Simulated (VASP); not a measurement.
Wanted: the native input for a VASP 6.6.1 run.

```
Task                   : single point
Functional             : PBE
Potentials or basis    : VASP PAW PBE potentials, release 64 (Y_sv)
Cutoff                 : 520 eV
k mesh                 : 12 × 12 × 4
Occupations            : gaussian, width 0.1 eV
Spin                   : no spin polarisation
Dipole correction      : no
Further INCAR settings : ALGO = Normal; EDIFF = 1e-06; NBANDS = 30
```

The structure of Y lies in POSCAR:

```
Y
1.0
    3.5982311589      0.0000000000      0.0000000000
   -1.7991155795      3.1161595923      0.0000000000
    0.0000000000      0.0000000000     11.5835726703
Y
4
Direct
    0.0000000000      0.0000000000      0.0000000000
    0.3333333333      0.6666666667      0.2500000000
    0.0000000000      0.0000000000      0.5000000000
    0.6666666667      0.3333333333      0.7500000000
```

The input as run:

INCAR

```
SYSTEM = Y
ALGO = Normal
EDIFF = 1E-6
ENCUT = 520
GGA = PE
ISIF = 2
ISMEAR = 0
LASPH = .True.
LCHARG = .True.
LELF = .True.
LREAL = .False.
LVHAR = .True.
LWAVE = .False.
NBANDS = 30
NELM = 80
PREC = Accurate
SIGMA = 0.1
```

KPOINTS

```
k-points
0
Gamma
  12 12 4
  0 0 0
```

Potentials or basis: VASP PAW PBE potentials, release 64 (Y_sv).

Command:

```sh
$ cat potpaw_PBE.64/Y_sv/POTCAR > POTCAR
$ mpirun -np 1 vasp_std > vasp.out
```

It gave:

| Item | Value |
| --- | --- |
| Pressure | -0.1 GPa |
| Band gap on the k mesh | zero (bands 22 and 23 overlap by 1.19 eV) |

Wall time 2.2 min on 1 thread of AMD EPYC 9R45 96-Core Processor (Zen 5), with other jobs on the host, peak memory 0.32 GiB.
